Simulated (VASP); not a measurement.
# C (C2/m) in VASP: single point with PBE0

Aim: the single point of C with PBE0.

All numbers are computed with VASP 6.6.1; they aren't measurements. Logs are shortened: lines on timing, memory, paths and dates and some standing lists are left out, and cuts for length are marked.

## Step 1: The cell of the first run

The typed cell holds 2 atoms: a = 2.455 Å, b = 2.455 Å, c = 3.643 Å, α = 109.59°, β = 109.59°, γ = 60.00°.

## Step 2: Single point, PBE0

Input file POSCAR:

```
C
1.0
    2.1262020258     -1.2275629060     -0.0100542737
    2.1262020258      1.2275629060     -0.0100542737
   -1.3949067766      0.0000000000      3.3658025016
C
2
Direct
    0.8333362419      0.8333362419      0.0000098419
    0.1666637581      0.1666637581      0.9999901581
```

Input file INCAR.step1:

```
PREC     = Accurate       # precision mode
ENCUT    = 520            # plane-wave cutoff, eV
EDIFF    = 1E-5           # SCF threshold, eV
ISMEAR   = -1             # smearing method
SIGMA    = 0.02           # smearing width, eV
LREAL    = F              # projectors in reciprocal space
LASPH    = T              # aspherical terms in the spheres
NELM     = 80             # most SCF steps
ALGO     = Normal         # electronic algorithm
ISIF     = 2              # what is computed and relaxed
LWAVE    = T              # write WAVECAR
LCHARG   = F              # write CHGCAR
GGA      = PE             # functional
NBANDS   = 11             # bands
```

Input file INCAR.step2:

```
PREC     = Accurate       # precision mode
ENCUT    = 520            # plane-wave cutoff, eV
EDIFF    = 1E-6           # SCF threshold, eV
ISMEAR   = -1             # smearing method
SIGMA    = 0.02           # smearing width, eV
LREAL    = F              # projectors in reciprocal space
LASPH    = T              # aspherical terms in the spheres
NELM     = 80             # most SCF steps
ALGO     = Normal         # electronic algorithm
ISIF     = 2              # what is computed and relaxed
LWAVE    = F              # write WAVECAR
LCHARG   = F              # write CHGCAR
GGA      = PE             # functional
LHFCALC  = T              # exact exchange
AEXX     = 0.25           # exact-exchange fraction
PRECFOCK = Normal       
ISTART   = 1            
NBANDS   = 11             # bands
```

Input file KPOINTS:

```
Automatic mesh
0
Gamma
  8 8 6
```

Potentials or basis: VASP PAW PBE potentials, release 64 (C).

Launch:

```
$ cat potpaw_PBE.64/C/POTCAR > POTCAR
$ cp INCAR.step1 INCAR
$ mpirun -np 1 vasp_std > vasp.out
$ cp INCAR.step2 INCAR
$ mpirun -np 1 vasp_std > vasp.out
```

OUTCAR:

```text
PREC = Accurate
   ENCUT = 520
   EDIFF = 1E-6
   ISMEAR = -1
   LREAL = F
   LASPH = T
   NELM = 80
   ISIF = 2
   GGA = PE
   LHFCALC = T
   AEXX = 0.25
   PRECFOCK = Normal
   ISTART = 1

 ion  position               nearest neighbor table
   1  0.833  0.833  0.000-   2 1.42   2 1.42   2 1.42
   2  0.167  0.167  1.000-   1 1.42   1 1.42   1 1.42

  LATTYP: Found a base centered monoclinic cell.
 ALAT       =     4.2524515955
 B/A-ratio  =     0.5773436233
 C/A-ratio  =     0.8567772585
 COS(beta)  =    -0.3872222528

  Lattice vectors:

 A1 = (   2.1262020258,  -1.2275629060,  -0.0100542737)
 A2 = (   2.1262020258,   1.2275629060,  -0.0100542737)
 A3 = (  -1.3949067766,   0.0000000000,   3.3658025016)

Analysis of symmetry for initial positions (statically):
=====================================================================
 Subroutine PRICEL returns:
 Original cell was already a primitive cell.

 Routine SETGRP: Setting up the symmetry group for a
 base centered monoclinic supercell.

 Subroutine GETGRP returns: Found  4 space group operations
 (whereof  4 operations were pure point group operations)
 out of a pool of  4 trial point group operations.

The static configuration has the point symmetry C_2h.

Analysis of symmetry for dynamics (positions and initial velocities):
=====================================================================
 Subroutine PRICEL returns:
 Original cell was already a primitive cell.

 Routine SETGRP: Setting up the symmetry group for a
 base centered monoclinic supercell.

 Subroutine GETGRP returns: Found  4 space group operations
 (whereof  4 operations were pure point group operations)
 out of a pool of  4 trial point group operations.

The dynamic configuration has the point symmetry C_2h.

 Subroutine INISYM returns: Found  4 space group operations
 (whereof  4 operations are pure point group operations),
 and found     1 'primitive' translations

----------------------------------------------------------------------------------------

                                     Primitive cell

  volume of cell :      17.5354

  direct lattice vectors                    reciprocal lattice vectors
     2.126202026 -1.227562906 -0.010054274     0.235622861 -0.407311102  0.097650389
     2.126202026  1.227562906 -0.010054274     0.235622861  0.407311102  0.097650389
    -1.394906777  0.000000000  3.365802502     0.001407698  0.000000000  0.297689364

  length of vectors
     2.455147008  2.455147008  3.643403820     0.480578885  0.480578885  0.297692693

  position of ions in fractional coordinates (direct lattice)
     0.833336242  0.833336242  0.000009842
     0.166663758  0.166663758  0.999990158

  ion indices of the primitive-cell ions
   primitive index   ion index
                 1           1
                 2           2

----------------------------------------------------------------------------------------

 KPOINTS: Automatic mesh

Automatic generation of k-mesh.
 Grid dimensions read from file:
 generate k-points for:    8    8    6

 Generating k-lattice:

  Cartesian coordinates                     Fractional coordinates (reciprocal lattice)
     0.029452858 -0.050913888  0.012206299     0.125000000 -0.000000000  0.000000000
     0.029452858  0.050913888  0.012206299    -0.000000000  0.125000000  0.000000000
     0.000234616  0.000000000  0.049614894     0.000000000  0.000000000  0.166666667

  Length of vectors
     0.060072361  0.060072361  0.049615449

  Shift w.r.t. Gamma in fractional coordinates (k-lattice)
     0.000000000  0.000000000  0.000000000

 Subroutine IBZKPT returns following result:
 ===========================================

 Found    114 irreducible k-points:

 Following reciprocal coordinates:
            Coordinates               Weight
  0.000000  0.000000  0.000000      1.000000
  0.125000  0.000000  0.000000      4.000000
  0.250000  0.000000  0.000000      4.000000
  0.375000  0.000000 -0.000000      4.000000
  0.500000  0.000000  0.000000      2.000000
  0.125000  0.125000  0.000000      2.000000
[... 16 lines left out ...]
  0.125000  0.000000  0.166667      4.000000
  0.250000  0.000000  0.166667      4.000000
 [... further k-points ...]
   k-points           NKPTS =    114   k-points in BZ     NKDIM =    384   number of bands    NBANDS=     11
   number of dos      NEDOS =    301   number of ions     NIONS =      2
   total plane-waves  NPLWV =   9072
   dimension x,y,z NGX =    18 NGY =   18 NGZ =   28
   dimension x,y,z NGXF=    36 NGYF=   36 NGZF=   56
   ions per type =               2
   NGX,Y,Z   is equivalent  to a cutoff of  12.19, 12.19, 12.78 a.u.
   NGXF,Y,Z  is equivalent  to a cutoff of  24.38, 24.38, 25.55 a.u.
 SYSTEM =  unknown system
   PREC   = accura    normal or accurate (medium, high low for compatibility)
   ISTART =      1    job   : 0-new  1-cont  2-samecut
   ICHARG =      0    charge: 1-file 2-atom 10-const
   ISPIN  =      1    spin polarized calculation?
   LNONCOLLINEAR =      F non collinear calculations
   LSORBIT =      F    spin-orbit coupling
   LASPH  =      T    aspherical Exc in radial PAW
   ENCUT  =  520.0 eV  38.22 Ry    6.18 a.u.   4.56  4.56  6.77*2*pi/ulx,y,z
   NELM   =     80;   NELMIN=  2; NELMDL=  0     # of ELM steps
   EDIFF  = 0.1E-05   stopping-criterion for ELM
   LREAL  =      F    real-space projection
   EDIFFG = 0.1E-04   stopping-criterion for IOM
   NSW    =      0    number of steps for IOM
   IBRION =     -1    ionic relax: 0-MD 1-quasi-New 2-CG
   NFREE  =      0    steps in history (QN), initial steepest desc. (CG)
   ISIF   =      2    stress and relaxation
   ISYM   =      3    0-nonsym 1-usesym 2-fastsym
   POTIM  = 0.5000    time-step for ionic-motion
   TEBEG  =    0.0;   TEEND  =   0.0 temperature during run
   PSTRESS=    0.0 pullay stress
   NELECT =       8.0000    total number of electrons
   NUPDOWN=      -1.0000    fix difference up-down
   EMIN   =  10.00;   EMAX   =-10.00  energy-range for DOS
   EFERMI =   0.00;   METHOD = LEGACY
   ISMEAR =    -1;   SIGMA  =   0.02  broadening in eV -4-tet -1-fermi 0-gaus
   EFERMI_NEDOS =   21; number of points for ismear=-14 and -15
   IALGO  =     38    algorithm
   IMIX   =      1    mixing-type and parameters
     AMIX     =   0.40;   BMIX     =  1.00
     AMIX_MAG =   1.60;   BMIX_MAG =  1.00
  volume/ion in A,a.u.               =       8.77        59.17
  Fermi-wavevector in a.u.,A,eV,Ry     =   1.260278  2.381581 21.610157  1.588302
  Thomas-Fermi vector in A             =   2.393796
   LORBIT       =      0    0 simple, 1 ext, 2 COOP (PROOUT), +10 PAW based schemes
   GGA     = PE    functional components
   LHFCALC =     T    Hartree Fock is set to
   PRECFOCK=normal    Normal, Fast or Accurate (Low or Medium for compatibility)
   ENCUT4O =  -1.0   cutoff for four orbital integrals eV
   NKREDX  =     1    reduce k-point grid by
   NKREDY  =     1    reduce k-point grid by
   NKREDZ  =     1    reduce k-point grid by
   AEXX    =    0.2500 exact exchange contribution
   HFSCREEN=    0.0000 screening length (either q_TF or 0.3 A-1)
   HFSCREENC=   0.0000 screening length for correlation (either q_TF or 0.3 A-1)
   ENCUTFOCK=  -1.0 apply spherical cutoff to Coloumb kernel
   IVDW    =     0    specifies the selected vdW correction
   LEPSILON=     F    determine dielectric tensor
   LRPA    =     F    only Hartree local field effects (RPA)
 non-spin polarized calculation
  energy-cutoff  :      520.00
  volume of cell :       17.54
 maximum number of plane-waves:       483
  NGX = 14; NGY = 14; NGZ = 24

 number of electron       8.0000000 magnetization

 Free energy of the ion-electron system (eV)
  ---------------------------------------------------
  ext. energy  EPLUGINS =         0.00000000
  ---------------------------------------------------
  free energy    TOTEN  =       -22.22374170 eV

  energy without entropy =      -22.22374170  energy(sigma->0) =      -22.22374170

 E-fermi :   4.0640     XC(G=0):  -8.1643

 val. band max:        3.5233586372   @ k =  -0.3750   0.3750   0.5000
 cond. band min:       6.0778560193   @ k =  -0.3750   0.3750   0.5000
 fundamental gap:      2.5544973821
 Fermi energy:         4.0640087377

 k-point     1 :       0.0000    0.0000    0.0000
  band No.  band energies     occupation
      1     -18.0296      2.00000
      2      -3.5117      2.00000
      3       0.3324      2.00000
      4       0.3328      2.00000
      5       9.6098      0.00000
      6      14.4632      0.00000
      7      14.4638      0.00000
      8      18.2401      0.00000
      9      19.3123      0.00000
     10      28.9925      0.00000
     11      32.0055      0.00000

 k-point     2 :       0.1250    0.0000    0.0000
  band No.  band energies     occupation
      1     -17.6158      2.00000
      2      -3.0738      2.00000
      3      -1.1796      2.00000
      4      -0.4286      2.00000
      5      10.1690      0.00000
      6      14.5468      0.00000
      7      16.0887      0.00000
      8      16.8109      0.00000
      9      20.0424      0.00000
     10      29.1408      0.00000
     11      30.3039      0.00000

 k-point     3 :       0.2500    0.0000    0.0000
  band No.  band energies     occupation
      1     -16.3858      2.00000
      2      -4.5058      2.00000
      3      -1.8594      2.00000
      4      -1.7750      2.00000
      5      11.8085      0.00000
      6      13.4853      0.00000
      7      14.2830      0.00000
      8      19.9806      0.00000
      9      21.8511      0.00000
     10      25.6756      0.00000
     11      28.3668      0.00000
[... 267 lines left out ...]
 k-point    23 :       0.1250    0.0000    0.1667
  band No.  band energies     occupation
      1     -17.5115      2.00000
      2      -3.9150      2.00000
      3      -1.2047      2.00000
      4      -0.4263      2.00000
      5      12.0842      0.00000
      6      14.5499      0.00000
      7      16.0648      0.00000
      8      16.9584      0.00000
      9      19.9214      0.00000
     10      28.9028      0.00000
     11      30.1328      0.00000

 k-point    24 :       0.2500    0.0000    0.1667
  band No.  band energies     occupation
      1     -16.2652      2.00000
      2      -4.5517      2.00000
      3      -2.7155      2.00000
      4      -1.8601      2.00000
      5      13.6507      0.00000
      6      14.0401      0.00000
      7      14.5381      0.00000
      8      19.9567      0.00000
      9      21.4487      0.00000
     10      26.5568      0.00000
     11      28.3725      0.00000

 [... further k-points ...]

------------------------ aborting loop because EDIFF is reached ----------------------------------------

  FORCE on cell =-STRESS in cart. coord.  units (eV):
  Direction    XX          YY          ZZ          XY          YZ          ZX
  --------------------------------------------------------------------------------------
  -------------------------------------------------------------------------------------
  Total       -0.2694922     -0.2678897      0.2901774      0.0000000      0.0000000      0.0013589
  in kB      -24.6230456    -24.4766318     26.5130184      0.0000000      0.0000000      0.1241606
  external PRESSURE =      -7.5288863 kB  Pullay stress =       0.0000000 kB

 VOLUME and BASIS-vectors are now :
 -----------------------------------------------------------------------------
  energy-cutoff  :      520.00
  volume of cell :       17.54
      direct lattice vectors                 reciprocal lattice vectors
     2.126202026 -1.227562906 -0.010054274     0.235622861 -0.407311102  0.097650389
     2.126202026  1.227562906 -0.010054274     0.235622861  0.407311102  0.097650389
    -1.394906777  0.000000000  3.365802502     0.001407698  0.000000000  0.297689364

 POSITION                                       TOTAL-FORCE (eV/Angst)
 -----------------------------------------------------------------------------------
      3.54367      0.00000     -0.01672         0.001051      0.000000      0.007157
     -0.68617      0.00000      3.36242        -0.001051      0.000000     -0.007157
 -----------------------------------------------------------------------------------
    total drift:                               -0.000000      0.000000      0.000000

  FREE ENERGIE OF THE ION-ELECTRON SYSTEM (eV)
  ---------------------------------------------------
  free  energy   TOTEN  =       -22.2237416980 eV

  energy  without entropy=      -22.2237416980  energy(sigma->0) =      -22.22374170
```

Wall time 49 min (1 thread of Intel Xeon Platinum 8259CL at 2.50GHz (Skylake/Cascade Lake), shared host); peak memory 0.15 GiB.

What came out:

```
Free energy   : -22.2237 eV
Pressure      : -0.8 GPa
Largest force : 0.007 eV/Å
```

Forces in eV/Å, atoms in the order of the input:
```
C    0.001  0.000  0.007
C   -0.001  0.000 -0.007
```

Caveat: the stress differs along the axes, from -2 to 3 GPa; this functional lacks dispersion, which binds layers or chains, so the pressure and a relaxed spacing across them are unreliable; the PAW data sets were made with another functional, which shifts forces and pressure a little.
